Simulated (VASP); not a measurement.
# HfB (Fm-3m) in VASP: notebook, part 3 of 3

VASP 6.6.1. Earlier steps stand in the parts before.

## Step 5: Single point, PBE, collinear spin, zero start

The input, INCAR:

```
PREC = Accurate
ENCUT = 500
EDIFF = 1E-6
ISMEAR = 0
SIGMA = 0.29
LREAL = False
LASPH = True
NELM = 200
ALGO = Normal
ISIF = 2
LWAVE = False
LCHARG = False
ISPIN = 2
MAGMOM = 0 0
LORBIT = 11
LMAXMIX = 4
GGA = PE
NBANDS = 18
GGA_COMPAT = False
```

The input, KPOINTS:

```
regular mesh
0
Gamma
  6 6 6
```

The input, POSCAR:

```
HfB
1.0
    0.0000000000      2.3100000000      2.3100000000
    2.3100000000      0.0000000000      2.3100000000
    2.3100000000      2.3100000000      0.0000000000
Hf B
1 1
Direct
    0.5000000000      0.5000000000      0.5000000000
    0.0000000000      0.0000000000      0.0000000000
```

Potentials or basis: VASP PAW PBE potentials, release 64 (Hf_pv, B).

Run with:

```sh
> cat potpaw_PBE.64/Hf_pv/POTCAR potpaw_PBE.64/B/POTCAR > POTCAR
> mpirun -np 1 vasp_std > vasp.out
```

OUTCAR:

```text
PREC = Accurate
   ENCUT = 500
   EDIFF = 1E-6
   ISMEAR = 0
   LREAL = False
   LASPH = True
   NELM = 200
   ISIF = 2
   ISPIN = 2
   LORBIT = 11
   GGA = PE

 ion  position               nearest neighbor table
   1  0.500  0.500  0.500-   2 2.31   2 2.31   2 2.31   2 2.31   2 2.31   2 2.31
   2  0.000  0.000  0.000-   1 2.31   1 2.31   1 2.31   1 2.31   1 2.31   1 2.31

  LATTYP: Found a face centered cubic cell.
 ALAT       =     4.6200000000

  Lattice vectors:

 A1 = (   0.0000000000,   2.3100000000,   2.3100000000)
 A2 = (   2.3100000000,   0.0000000000,   2.3100000000)
 A3 = (   2.3100000000,   2.3100000000,   0.0000000000)

Analysis of symmetry for initial positions (statically):
=====================================================================
 Subroutine PRICEL returns:
 Original cell was already a primitive cell.

 Routine SETGRP: Setting up the symmetry group for a
 face centered cubic supercell.

 Subroutine GETGRP returns: Found 48 space group operations
 (whereof 48 operations were pure point group operations)
 out of a pool of 48 trial point group operations.

The static configuration has the point symmetry O_h .

Analysis of symmetry for dynamics (positions and initial velocities):
=====================================================================
 Subroutine PRICEL returns:
 Original cell was already a primitive cell.

 Routine SETGRP: Setting up the symmetry group for a
 face centered cubic supercell.

 Subroutine GETGRP returns: Found 48 space group operations
 (whereof 48 operations were pure point group operations)
 out of a pool of 48 trial point group operations.

The dynamic configuration has the point symmetry O_h .

Analysis of structural, dynamic, and magnetic symmetry:
=====================================================================
 Subroutine PRICEL returns:
 Original cell was already a primitive cell.

 Routine SETGRP: Setting up the symmetry group for a
 face centered cubic supercell.

 Subroutine GETGRP returns: Found 48 space group operations
 (whereof 48 operations were pure point group operations)
 out of a pool of 48 trial point group operations.

The overall configuration has the point symmetry O_h .

 Subroutine INISYM returns: Found 48 space group operations
 (whereof 48 operations are pure point group operations),
 and found     1 'primitive' translations

----------------------------------------------------------------------------------------

                                     Primitive cell

  volume of cell :      24.6528

  direct lattice vectors                    reciprocal lattice vectors
     0.000000000  2.310000000  2.310000000    -0.216450216  0.216450216  0.216450216
     2.310000000  0.000000000  2.310000000     0.216450216 -0.216450216  0.216450216
     2.310000000  2.310000000  0.000000000     0.216450216  0.216450216 -0.216450216

  length of vectors
     3.266833329  3.266833329  3.266833329     0.374902772  0.374902772  0.374902772

  position of ions in fractional coordinates (direct lattice)
     0.500000000  0.500000000  0.500000000
     0.000000000  0.000000000  0.000000000

  ion indices of the primitive-cell ions
   primitive index   ion index
                 1           1
                 2           2

----------------------------------------------------------------------------------------

[... 59 lines left out ...]
   NELM   =    200;   NELMIN=  2; NELMDL= -5     # of ELM steps
   EDIFF  = 0.1E-05   stopping-criterion for ELM
   LREAL  =      F    real-space projection
   EDIFFG = 0.1E-04   stopping-criterion for IOM
   NSW    =      0    number of steps for IOM
   IBRION =     -1    ionic relax: 0-MD 1-quasi-New 2-CG
   NFREE  =      0    steps in history (QN), initial steepest desc. (CG)
   ISIF   =      2    stress and relaxation
   ISYM   =      2    0-nonsym 1-usesym 2-fastsym
   POTIM  = 0.5000    time-step for ionic-motion
   TEBEG  =    0.0;   TEEND  =   0.0 temperature during run
   PSTRESS=    0.0 pullay stress
   NELECT =      13.0000    total number of electrons
   NUPDOWN=      -1.0000    fix difference up-down
   EMIN   =  10.00;   EMAX   =-10.00  energy-range for DOS
   EFERMI =   0.00;   METHOD = LEGACY
   ISMEAR =     0;   SIGMA  =   0.29  broadening in eV -4-tet -1-fermi 0-gaus
   EFERMI_NEDOS =   21; number of points for ismear=-14 and -15
   IALGO  =     38    algorithm
   IMIX   =      4    mixing-type and parameters
     AMIX     =   0.40;   BMIX     =  1.00
     AMIX_MAG =   1.60;   BMIX_MAG =  1.00
  volume/ion in A,a.u.               =      12.33        83.18
  Fermi-wavevector in a.u.,A,eV,Ry     =   1.322617  2.499383 23.800871  1.749315
  Thomas-Fermi vector in A             =   2.452285
   LORBIT       =     11    0 simple, 1 ext, 2 COOP (PROOUT), +10 PAW based schemes
   GGA     = PE    functional components
   LHFCALC =     F    Hartree Fock is set to
   AEXX    =    0.0000 exact exchange contribution
   IVDW    =     0    specifies the selected vdW correction
   LEPSILON=     F    determine dielectric tensor
   LRPA    =     F    only Hartree local field effects (RPA)
 spin polarized calculation
 Gauss-broadening in eV      SIGMA  =   0.29
  energy-cutoff  :      500.00
  volume of cell :       24.65
 maximum number of plane-waves:       636
   NGX = 11   NGY = 11   NGZ = 11

 number of electron      13.0000002 magnetization       0.0000149

 number of electron      13.0000002 magnetization      -0.0000126

 Free energy of the ion-electron system (eV)
  ---------------------------------------------------
  ext. energy  EPLUGINS =         0.00000000
  ---------------------------------------------------
  free energy    TOTEN  =       -17.19382122 eV

  energy without entropy =      -17.15696743  energy(sigma->0) =      -17.17539433

 E-fermi :   5.0299     XC(G=0): -12.3035

 val. band max:        4.8985833445   @ k =   0.5000   0.3333   0.1667
 cond. band min:       5.4088870967   @ k =   0.1667   0.0000   0.0000
 fundamental gap:      0.5103037522
 Fermi energy:         5.0299266339

 spin component 1

 k-point     1 :       0.0000    0.0000    0.0000
  band No.  band energies     occupation
      1     -23.1773      1.00000
      2     -23.1773      1.00000
      3     -23.1773      1.00000
      4      -4.4458      1.00000
      5       7.3255      0.00000
      6       7.3255      0.00000
[... 312 lines left out ...]
      4      -0.8786      1.00000
      5       3.8038      1.00000
      6       3.9622      1.00000
[... 10 lines left out ...]
     17      25.4529      0.00000
     18      26.9857      0.00000
 Fermi energy:         5.0299266339

 spin component 2

 k-point     1 :       0.0000    0.0000    0.0000
  band No.  band energies     occupation
      1     -23.1773      1.00000
      2     -23.1773      1.00000
      3     -23.1773      1.00000
      4      -4.4458      1.00000
      5       7.3255      0.00000
      6       7.3255      0.00000
[... 313 lines left out ...]
      5       3.8038      1.00000
      6       3.9622      1.00000
[... 10 lines left out ...]
     17      25.4529      0.00000
     18      26.9857      0.00000

------------------------ aborting loop because EDIFF is reached ----------------------------------------

  FORCE on cell =-STRESS in cart. coord.  units (eV):
  Direction    XX          YY          ZZ          XY          YZ          ZX
  --------------------------------------------------------------------------------------
  -------------------------------------------------------------------------------------
  Total        4.7501410      4.7501410      4.7501410     -0.0000000      0.0000000      0.0000000
  in kB      308.7103209    308.7103209    308.7103209     -0.0000000      0.0000000      0.0000000
  external PRESSURE =     308.7103209 kB  Pullay stress =       0.0000000 kB

 VOLUME and BASIS-vectors are now :
 -----------------------------------------------------------------------------
  energy-cutoff  :      500.00
  volume of cell :       24.65
      direct lattice vectors                 reciprocal lattice vectors
     0.000000000  2.310000000  2.310000000    -0.216450216  0.216450216  0.216450216
     2.310000000  0.000000000  2.310000000     0.216450216 -0.216450216  0.216450216
     2.310000000  2.310000000  0.000000000     0.216450216  0.216450216 -0.216450216

 POSITION                                       TOTAL-FORCE (eV/Angst)
 -----------------------------------------------------------------------------------
      2.31000      2.31000      2.31000        -0.000000     -0.000000      0.000000
      0.00000      0.00000      0.00000         0.000000      0.000000     -0.000000
 -----------------------------------------------------------------------------------
    total drift:                                0.000000     -0.000000      0.000000

  FREE ENERGIE OF THE ION-ELECTRON SYSTEM (eV)
  ---------------------------------------------------
  free  energy   TOTEN  =       -17.1938212172 eV

  energy  without entropy=      -17.1569674334  energy(sigma->0) =      -17.17539433

 total charge

# of ion       s       p       d       tot
------------------------------------------
    1        0.359   6.670   1.863   8.892
    2        0.799   1.153   0.000   1.952
--------------------------------------------------
tot          1.158   7.823   1.863  10.844

 magnetization (x)

# of ion       s       p       d       tot
------------------------------------------
    1        0.000   0.000  -0.000  -0.000
    2       -0.000  -0.000   0.000  -0.000
--------------------------------------------------
tot         -0.000   0.000  -0.000  -0.000
```

Wall time 18 s (1 thread of Intel Xeon 8259CL, shared host); peak memory 0.15 GiB.

Results:

```
Free energy                                           : -17.1938 eV
Pressure                                              : 30.9 GPa
Net moment                                            : 0.00 μB per cell
Valence electrons inside the program's atomic spheres : Hf 8.89; B 1.95
```

Caveat: the k points lie up to 0.39 Å⁻¹ apart; spin-orbit coupling is left out, which moves the levels of the heavy elements.

## Step 6: Single point, BLYP+U

The input, INCAR:

```
SYSTEM = HfB
  PREC = Accurate
  ENCUT = 500
  EDIFF = 1E-6
  ISMEAR = 1
  SIGMA = 0.054
  LREAL = .FALSE.
  LASPH = .TRUE.
  NELM = 200
  ALGO = Normal
  ISIF = 2
  LWAVE = .FALSE.
  LCHARG = .FALSE.
  LMAXMIX = 4
  LDAU = .TRUE.
  LDAUTYPE = 2
  LDAUL = 2 -1
  LDAUU = 6.6 0
  LDAUJ = 0 0
  LDAUPRINT = 1
  GGA = B5
  ALDAX = 1.0
  AGGAX = 1.0
  AGGAC = 1.0
  ALDAC = 0.0
  NBANDS = 14
  GGA_COMPAT = .FALSE.
```

The input, KPOINTS:

```
regular mesh
0
G
  7 7 7
  0 0 0
```

POSCAR is that of step 5.

Potentials or basis: VASP PAW PBE potentials, release 64 (Hf_pv, B).

Run with:

```sh
> cat potpaw_PBE.64/Hf_pv/POTCAR potpaw_PBE.64/B/POTCAR > POTCAR
> mpirun -np 1 vasp_std > vasp.out
```

OUTCAR:

```text
SYSTEM = HfB
   PREC = Accurate
   ENCUT = 500
   EDIFF = 1E-6
   ISMEAR = 1
   LREAL = .FALSE.
   LASPH = .TRUE.
   NELM = 200
   ISIF = 2
   GGA = B5

 ion  position               nearest neighbor table
   1  0.500  0.500  0.500-   2 2.31   2 2.31   2 2.31   2 2.31   2 2.31   2 2.31
   2  0.000  0.000  0.000-   1 2.31   1 2.31   1 2.31   1 2.31   1 2.31   1 2.31

  LATTYP: Found a face centered cubic cell.
 ALAT       =     4.6200000000

  Lattice vectors:

 A1 = (   0.0000000000,   2.3100000000,   2.3100000000)
 A2 = (   2.3100000000,   0.0000000000,   2.3100000000)
[... 556 lines left out ...]

  FORCE on cell =-STRESS in cart. coord.  units (eV):
  Direction    XX          YY          ZZ          XY          YZ          ZX
  --------------------------------------------------------------------------------------
  -------------------------------------------------------------------------------------
  Total        9.8284444      9.8284444      9.8284444      0.0000000      0.0000000      0.0000000
  in kB      638.7478230    638.7478230    638.7478230      0.0000000      0.0000000      0.0000000
  external PRESSURE =     638.7478230 kB  Pullay stress =       0.0000000 kB

 VOLUME and BASIS-vectors are now :
 -----------------------------------------------------------------------------
  energy-cutoff  :      500.00
  volume of cell :       24.65
      direct lattice vectors                 reciprocal lattice vectors
     0.000000000  2.310000000  2.310000000    -0.216450216  0.216450216  0.216450216
     2.310000000  0.000000000  2.310000000     0.216450216 -0.216450216  0.216450216
     2.310000000  2.310000000  0.000000000     0.216450216  0.216450216 -0.216450216

 POSITION                                       TOTAL-FORCE (eV/Angst)
 -----------------------------------------------------------------------------------
      2.31000      2.31000      2.31000         0.000000      0.000000     -0.000000
      0.00000      0.00000      0.00000        -0.000000     -0.000000      0.000000
 -----------------------------------------------------------------------------------
    total drift:                                0.000000     -0.000000      0.000000

  FREE ENERGIE OF THE ION-ELECTRON SYSTEM (eV)
  ---------------------------------------------------
  free  energy   TOTEN  =       -10.3441595634 eV

  energy  without entropy=      -10.3447495224  energy(sigma->0) =      -10.34435622
```

Run time: 17 s. Hardware: 1 thread of Intel Xeon 8259CL, shared host; peak memory 0.14 GiB.

Results:

| Item | Value |
| --- | --- |
| Free energy | -10.3442 eV |
| Pressure | 63.9 GPa |
| Band gap on the k mesh | zero (an odd number of electrons rules out a gap without spin polarisation) |

Levels at points of the mesh, in eV from the Fermi level:
| k point | band 4 | band 5 | band 6 | band 7 | band 8 | band 9 | band 10 | band 11 |
| --- | --- | --- | --- | --- | --- | --- | --- | --- |
| (0.00, 0.00, 0.00) | -10.05 | 3.08 | 3.08 | 3.08 | 3.52 | 3.52 | 3.52 | 4.44 |

Eigenvalues of the final occupation matrices:
```
    site  spin  trace               eigenvalues
site 1 d     1   0.83  0.10 0.10 0.10 0.26 0.26
site 1 d     2   0.83  0.10 0.10 0.10 0.26 0.26
```

Caveat: the cell stands under pressure; the PAW data sets were made with another functional, which shifts forces and pressure a little; spin-orbit coupling is left out, which moves the levels of the heavy elements; U without spin polarisation on a metal has little footing; the U is typed as a test and isn't derived for this compound.

## Step 7: Summary

| level | potentials or basis | spin | U | k mesh | smearing | gap on the mesh (eV) | pressure (GPa) |
| --- | --- | --- | --- | --- | --- | --- | --- |
| PBE+U | VASP PAW PBE potentials, release 64 (Hf_pv, B) | off | Hf d U = 6.5 eV | 6 × 6 × 6 | gaussian 0.1 eV | none | 56.1 |
| PBE+U | VASP PAW PBE potentials, release 64 (Hf_pv, B) | off | Hf d U = 0.86 eV | 6 × 6 × 6 | gaussian 0.1 eV | none | 33.9 |
| LDA | VASP PAW LDA potentials, release 64 (Hf_pv, B) | off | - | 4 × 4 × 4, shifted | gaussian 0.1 eV | none | 19.9 |
| PBE | VASP PAW PBE potentials, release 64 (Hf_pv, B) | collinear, zero start | - | 6 × 6 × 6 | gaussian 0.29 eV | none | 30.9 |
| BLYP+U | VASP PAW PBE potentials, release 64 (Hf_pv, B) | off | Hf d U = 6.6 eV | 7 × 7 × 7 | methfessel-paxton 0.054 eV | none | 63.9 |

Alike in all rows: task single point; cell as given; cutoff (eV) 500.

Caveats: some runs use coarse meshes; spin-orbit coupling is left out, which moves the levels of the heavy elements; U without spin polarisation on a metal has little footing (at least some runs); the U is typed as a test and isn't derived for this compound (at least some runs); the cell stands under pressure (at least some runs); the PAW data sets were made with another functional, which shifts forces and pressure a little (at least some runs).

Absolute energies hang on the potentials; compare differences alone.
